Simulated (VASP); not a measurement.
# ZnCu in VASP: a series of runs

The runs below take ZnCu through single point, with PBE.

Everything below comes from runs of VASP 6.6.1. Logs are shortened: lines on timing, memory, paths and dates and some standing lists are left out, and cuts for length are marked.

## (1) The cell of the first run

It takes space group P4/mmm (No. 123, tetragonal). The conventional cell has a = 2.899 Å, b = 2.899 Å, c = 3.076 Å, α = 90.00°, β = 90.00°, γ = 90.00°. Within 3.4 Å of Zn (site symmetry 4/mmm) lie 8 Cu at 2.56 Å and 6 Zn at 2.90 to 3.08 Å. Within 3.4 Å of Cu (site symmetry 4/mmm) lie 8 Zn at 2.56 Å and 6 Cu at 2.90 to 3.08 Å.

## (2) Single point, PBE (strained)

The input, INCAR:

```
PREC = Accurate
ENCUT = 520
EDIFF = 1E-6
ISMEAR = 0
SIGMA = 0.1
LREAL = F
LASPH = T
NELM = 80
ALGO = Normal
ISIF = 2
LWAVE = F
LCHARG = T
GGA = PE
LELF = T
LVHAR = T
NBANDS = 18
```

The input, KPOINTS:

```
Automatic mesh
0
Gamma
  12 12 12
```

The input, POSCAR:

```
ZnCu
1.0
    2.8988518500      0.0000000000      0.0000000000
    0.0000000000      3.0755518500      0.0000000000
    0.0000000000      0.0000000000      2.8988518500
Zn Cu
1 1
Direct
    0.5000000000      0.5000000000      0.5000000000
    0.0000000000      0.0000000000      0.0000000000
```

Potentials or basis: VASP PAW PBE potentials, release 64 (Zn, Cu).

The run is started by

```console
> cat potpaw_PBE.64/Zn/POTCAR potpaw_PBE.64/Cu/POTCAR > POTCAR
> mpirun -np 1 vasp_std > vasp.out
```

OUTCAR:

```text
PREC = Accurate
   ENCUT = 520
   EDIFF = 1E-6
   ISMEAR = 0
   LREAL = F
   LASPH = T
   NELM = 80
   ISIF = 2
   GGA = PE

 ion  position               nearest neighbor table
   1  0.500  0.500  0.500-   2 2.56   2 2.56   2 2.56   2 2.56   2 2.56   2 2.56   2 2.56   2 2.56

   2  0.000  0.000  0.000-   1 2.56   1 2.56   1 2.56   1 2.56   1 2.56   1 2.56   1 2.56   1 2.56

  LATTYP: Found a simple tetragonal cell.
 ALAT       =     2.8988518500
 C/A-ratio  =     1.0609551675

  Lattice vectors:

 A1 = (  -2.8988518500,   0.0000000000,   0.0000000000)
 A2 = (   0.0000000000,   0.0000000000,   2.8988518500)
 A3 = (   0.0000000000,   3.0755518500,   0.0000000000)

Analysis of symmetry for initial positions (statically):
=====================================================================
 Subroutine PRICEL returns:
 Original cell was already a primitive cell.

 Routine SETGRP: Setting up the symmetry group for a
 simple tetragonal supercell.

 Subroutine GETGRP returns: Found 16 space group operations
 (whereof 16 operations were pure point group operations)
 out of a pool of 16 trial point group operations.

The static configuration has the point symmetry D_4h.

Analysis of symmetry for dynamics (positions and initial velocities):
=====================================================================
 Subroutine PRICEL returns:
 Original cell was already a primitive cell.

 Routine SETGRP: Setting up the symmetry group for a
 simple tetragonal supercell.

 Subroutine GETGRP returns: Found 16 space group operations
 (whereof 16 operations were pure point group operations)
 out of a pool of 16 trial point group operations.

The dynamic configuration has the point symmetry D_4h.

 Subroutine INISYM returns: Found 16 space group operations
 (whereof 16 operations are pure point group operations),
 and found     1 'primitive' translations

----------------------------------------------------------------------------------------

                                     Primitive cell

  volume of cell :      25.8449

  direct lattice vectors                    reciprocal lattice vectors
     2.898851850  0.000000000  0.000000000     0.344964162  0.000000000  0.000000000
     0.000000000  3.075551850  0.000000000     0.000000000  0.325144900  0.000000000
     0.000000000  0.000000000  2.898851850     0.000000000  0.000000000  0.344964162

[... 75 lines left out ...]
   ISTART =      0    job   : 0-new  1-cont  2-samecut
   ICHARG =      2    charge: 1-file 2-atom 10-const
   ISPIN  =      1    spin polarized calculation?
   LNONCOLLINEAR =      F non collinear calculations
   LSORBIT =      F    spin-orbit coupling
   LASPH  =      T    aspherical Exc in radial PAW
   ENCUT  =  520.0 eV  38.22 Ry    6.18 a.u.   5.39  5.72  5.39*2*pi/ulx,y,z
   NELM   =     80;   NELMIN=  2; NELMDL= -5     # of ELM steps
   EDIFF  = 0.1E-05   stopping-criterion for ELM
   LREAL  =      F    real-space projection
   EDIFFG = 0.1E-04   stopping-criterion for IOM
   NSW    =      0    number of steps for IOM
   IBRION =     -1    ionic relax: 0-MD 1-quasi-New 2-CG
   NFREE  =      0    steps in history (QN), initial steepest desc. (CG)
   ISIF   =      2    stress and relaxation
   ISYM   =      2    0-nonsym 1-usesym 2-fastsym
   POTIM  = 0.5000    time-step for ionic-motion
   TEBEG  =    0.0;   TEEND  =   0.0 temperature during run
   PSTRESS=    0.0 pullay stress
   NELECT =      23.0000    total number of electrons
   NUPDOWN=      -1.0000    fix difference up-down
   EMIN   =  10.00;   EMAX   =-10.00  energy-range for DOS
   EFERMI =   0.00;   METHOD = LEGACY
   ISMEAR =     0;   SIGMA  =   0.10  broadening in eV -4-tet -1-fermi 0-gaus
   EFERMI_NEDOS =   21; number of points for ismear=-14 and -15
   IALGO  =     38    algorithm
   IMIX   =      4    mixing-type and parameters
     AMIX     =   0.40;   BMIX     =  1.00
     AMIX_MAG =   1.60;   BMIX_MAG =  1.00
  volume/ion in A,a.u.               =      12.92        87.21
  Fermi-wavevector in a.u.,A,eV,Ry     =   1.574680  2.975714 33.737254  2.479618
  Thomas-Fermi vector in A             =   2.675778
   LORBIT       =      0    0 simple, 1 ext, 2 COOP (PROOUT), +10 PAW based schemes
   GGA     = PE    functional components
   LHFCALC =     F    Hartree Fock is set to
   AEXX    =    0.0000 exact exchange contribution
   IVDW    =     0    specifies the selected vdW correction
   LEPSILON=     F    determine dielectric tensor
   LRPA    =     F    only Hartree local field effects (RPA)
 non-spin polarized calculation
 Gauss-broadening in eV      SIGMA  =   0.10
  energy-cutoff  :      520.00
  volume of cell :       25.84
 maximum number of plane-waves:       713
 NGX is ok and might be reduce to    24
   NGX = 11   NGY = 11   NGZ = 11

 number of electron      22.9999963 magnetization

 Free energy of the ion-electron system (eV)
  ---------------------------------------------------
  ext. energy  EPLUGINS =         0.00000000
  ---------------------------------------------------
  free energy    TOTEN  =        -5.00786959 eV

  energy without entropy =       -5.00476975  energy(sigma->0) =       -5.00631967

 E-fermi :   5.4033     XC(G=0): -12.3356

 val. band max:        5.4023672912   @ k =   0.5000   0.2500   0.4167
 cond. band min:       5.4077103845   @ k =   0.3333   0.0000   0.1667
 fundamental gap:      0.0053430933
 Fermi energy:         5.4032516090

 k-point     1 :       0.0000    0.0000    0.0000
  band No.  band energies     occupation
      1      -4.8189      2.00000
      2      -2.3988      2.00000
      3      -2.3728      2.00000
      4      -1.7243      2.00000
      5      -1.7243      2.00000
      6      -1.6553      2.00000
[... 481 lines left out ...]
      5      -1.7823      2.00000
      6      -1.6838      2.00000
[... 10 lines left out ...]
     17      22.2040      0.00000
     18      23.2205      0.00000

 [... further k-points ...]
[... 5 lines left out ...]
  --------------------------------------------------------------------------------------
  -------------------------------------------------------------------------------------
  Total        0.2560362      0.1768204      0.2560362     -0.0000000      0.0000000      0.0000000
  in kB       15.8721920     10.9614480     15.8721920     -0.0000000      0.0000000      0.0000000
  external PRESSURE =      14.2352773 kB  Pullay stress =       0.0000000 kB

 VOLUME and BASIS-vectors are now :
 -----------------------------------------------------------------------------
  energy-cutoff  :      520.00
  volume of cell :       25.84
      direct lattice vectors                 reciprocal lattice vectors
     2.898851850  0.000000000  0.000000000     0.344964162  0.000000000  0.000000000
     0.000000000  3.075551850  0.000000000     0.000000000  0.325144900  0.000000000
     0.000000000  0.000000000  2.898851850     0.000000000  0.000000000  0.344964162

 POSITION                                       TOTAL-FORCE (eV/Angst)
 -----------------------------------------------------------------------------------
      1.44943      1.53778      1.44943         0.000000      0.000000      0.000000
      0.00000      0.00000      0.00000         0.000000      0.000000      0.000000
 -----------------------------------------------------------------------------------
    total drift:                                0.000000      0.000000     -0.000000

  FREE ENERGIE OF THE ION-ELECTRON SYSTEM (eV)
  ---------------------------------------------------
  free  energy   TOTEN  =        -5.0078695873 eV

  energy  without entropy=       -5.0047697460  energy(sigma->0) =       -5.00631967
```

OSZICAR:

```text
N       E                     dE             d eps       ncg     rms          rms(c)
DAV:   1     0.114380146622E+03    0.11438E+03   -0.11378E+04  7584   0.212E+03
DAV:   2    -0.121642939833E+01   -0.11560E+03   -0.11086E+03  7094   0.299E+02
DAV:   3    -0.604164959896E+01   -0.48252E+01   -0.47817E+01  8002   0.759E+01
DAV:   4    -0.608155340425E+01   -0.39904E-01   -0.39889E-01  8188   0.635E+00
DAV:   5    -0.608209344971E+01   -0.54005E-03   -0.54003E-03  7882   0.761E-01    0.946E+00
DAV:   6    -0.596970815420E+01    0.11239E+00   -0.14648E+01  7528   0.906E+01    0.612E+00
DAV:   7    -0.501775854809E+01    0.95195E+00   -0.32411E+00  7614   0.866E+01    0.220E+00
DAV:   8    -0.501645736529E+01    0.13012E-02   -0.13430E-01  9752   0.484E+00    0.121E+00
DAV:   9    -0.500788675805E+01    0.85706E-02   -0.11794E-02  8016   0.239E+00    0.591E-02
DAV:  10    -0.500788218697E+01    0.45711E-05   -0.75147E-04 10788   0.569E-01    0.496E-02
DAV:  11    -0.500787145108E+01    0.10736E-04   -0.10999E-04  8144   0.298E-01    0.931E-03
DAV:  12    -0.500786979210E+01    0.16590E-05   -0.93440E-06  8646   0.648E-02    0.935E-04
DAV:  13    -0.500786958731E+01    0.20479E-06   -0.25417E-07  3846   0.657E-03
   1 F= -.50078696E+01 E0= -.50063197E+01  d E =-.309984E-02
```

stdout:

```text
POSCAR found type information on POSCAR ZnCu
 POSCAR found :  2 types and       2 ions
 scaLAPACK will be used
 LDA part: xc-table for (Slater+PW92), standard interpolation
 POSCAR, INCAR and KPOINTS ok, starting setup
 FFT: planning ... GRIDC
 FFT: planning ... GRID_SOFT
 FFT: planning ... GRID
 WAVECAR not read
 entering main loop
```

It took 2.8 min on 1 thread of Oxide Virtual Turin-like, shared host; peak memory 0.18 GiB.

Results:

| Property | Result |
| --- | --- |
| Free energy | -5.0079 eV |
| Pressure | 1.4 GPa |
| Band gap on the k mesh | zero (an odd number of electrons rules out a gap without spin polarisation) |

Stress tensor (GPa, compression positive):
```
1.59 0.00 0.00
0.00 1.10 0.00
0.00 0.00 1.59
```

Caveat: the cell differs from its parent crystal (strained).

## (3) Single point, PBE (atoms moved at random and the cell strained at random)

The input, INCAR:

```
PREC = Accurate
ENCUT = 520
EDIFF = 1E-6
ISMEAR = 0
SIGMA = 0.1
LREAL = False
LASPH = True
NELM = 60
ALGO = Fast
ISIF = 2
LWAVE = False
LCHARG = True
GGA = PE
LELF = True
LVHAR = True
NBANDS = 18
```

The input, KPOINTS:

```
regular mesh
0
Gamma
  12 12 12
```

The input, POSCAR:

```
ZnCu
1.0
    2.9831672000      0.0589000000      0.0059194500
    0.0589000000      2.9662334500     -0.0176994500
    0.0059194500     -0.0176994500      2.9763642500
Zn Cu
1 1
Direct
    0.4929779287      0.4825331070      0.5077894737
    0.0070220713      0.0174668930     -0.0077894737
```

Potentials or basis: VASP PAW PBE potentials, release 64 (Zn, Cu).

The run is started by

```console
> cat potpaw_PBE.64/Zn/POTCAR potpaw_PBE.64/Cu/POTCAR > POTCAR
> mpirun -np 1 vasp_std > vasp.out
```

Wall time 12 min (1 thread of Oxide Virtual Turin-like, shared host); peak memory 0.47 GiB.

It converged, with:

* Free energy: -4.9726 eV
* Pressure: 0.0 GPa
* Largest force: 0.458 eV/Å
* Band gap on the k mesh: zero (an odd number of electrons rules out a gap without spin polarisation)

Forces on the atoms (eV/Å):
```
Zn   0.117  0.400 -0.190
Cu  -0.117 -0.400  0.190
```

Stress tensor (GPa, compression positive):
```
 0.12 -2.93 -0.40
-2.93 -0.25  0.54
-0.40  0.54  0.11
```

Levels at points of the mesh, in eV from the Fermi level:
| k point | band 9 | band 10 | band 11 | band 12 | band 13 | band 14 | band 15 | band 16 |
| --- | --- | --- | --- | --- | --- | --- | --- | --- |
| (0.00, 0.00, 0.00) | -2.70 | -2.69 | -2.69 | 5.99 | 6.13 | 6.37 | 11.02 | 11.08 |
| (0.50, 0.00, 0.00) | -3.21 | -3.17 | -2.74 | -2.01 | 11.13 | 11.38 | 12.07 | 12.12 |
| (0.00, 0.50, 0.00) | -3.21 | -3.20 | -2.75 | -1.96 | 11.02 | 11.27 | 12.04 | 12.26 |
| (0.50, 0.50, 0.00) | -2.83 | -2.46 | -2.02 | -1.52 | 1.36 | 2.28 | 13.52 | 15.04 |
| (0.00, 0.00, 0.50) | -3.24 | -3.15 | -2.75 | -1.99 | 11.30 | 11.41 | 12.02 | 12.22 |
| (0.50, 0.00, 0.50) | -2.84 | -2.47 | -1.83 | -1.77 | 1.60 | 1.97 | 13.49 | 14.83 |
| (0.00, 0.50, 0.50) | -2.83 | -2.46 | -1.83 | -1.69 | 1.61 | 2.07 | 13.34 | 14.65 |
| (0.50, 0.50, 0.50) | -2.45 | -2.44 | 3.27 | 3.77 | 4.08 | 4.39 | 4.57 | 4.77 |

Caveat: the cell differs from its parent crystal (atoms moved at random and the cell strained at random).
